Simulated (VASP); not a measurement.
A run of VASP 6.6.1:

Contents of INCAR:

```
PREC = Accurate
ENCUT = 600
EDIFF = 1E-6
ISMEAR = -1
SIGMA = 0.15
LREAL = False
LASPH = True
NELM = 80
ALGO = Normal
ISIF = 3
LWAVE = False
LCHARG = False
GGA = PE
IBRION = 2
NSW = 80
EDIFFG = -0.01
```

Contents of KPOINTS:

```
Automatic mesh
0
Gamma
  16 16 13
```

POSCAR

```
HfB2
1.0
    3.1400000000      0.0000000000      0.0000000000
   -1.5700000000      2.7193200000      0.0000000000
    0.0000000000      0.0000000000      3.4800000000
Hf B
1 2
Direct
    0.0000000000      0.0000000000      0.0000000000
    0.3333333333      0.6666666667      0.5000000000
    0.6666666667      0.3333333333      0.5000000000
```

Potentials or basis: VASP PAW PBE potentials, release 64 (Hf_pv, B).

The run is started by

```bash
$ cat potpaw_PBE.64/Hf_pv/POTCAR potpaw_PBE.64/B/POTCAR > POTCAR
$ mpirun -np 1 vasp_std > vasp.out
```

Hardware: 1 thread of Intel(R) Xeon(R) 6975P-C (Granite Rapids), on a shared host.

Q: How long does it take, and how much memory?

A: Run time: 60 s on 1 thread of Intel(R) Xeon(R) 6975P-C (Granite Rapids), with other jobs on the host, peak memory 0.25 GiB. Counts: scf iterations 24, k points 210, ion steps 3.
